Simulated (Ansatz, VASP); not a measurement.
## One calculation of CaO, two programs

```
CELL_PARAMETERS angstrom
0.00000 2.38343 2.38343
2.38343 0.00000 2.38343
2.38343 2.38343 0.00000
ATOMIC_POSITIONS crystal
Ca 0.50000 0.50000 0.50000
O 0.00000 0.00000 0.00000
```

Alike in both runs: task single point; functional PBEsol; k mesh 12 × 12 × 12; occupations gaussian, width 0.05 eV; no spin polarisation.

|  | VASP | Ansatz |
| --- | --- | --- |
| version | VASP 6.6.1 | Ansatz 0.2.0 |
| potentials or method | VASP PAW PBE potentials, release 64 (Ca_sv, O), cutoff 520 eV | scalar-relativistic, plane waves, PAW |
| valence electrons in the cell | 16 | 16 |

Ansatz gave:

- gap on the k mesh at the Fermi level (eV): 3.54
- least direct gap on the mesh (eV): 3.92
- pressure (GPa): 0.0

Q: What did VASP give for the same quantities?

A: gap on the k mesh at the Fermi level (eV): 3.52; least direct gap on the mesh (eV): 3.89; pressure (GPa): 0.6.

VASP's potentials were made for PBE, not for PBEsol.
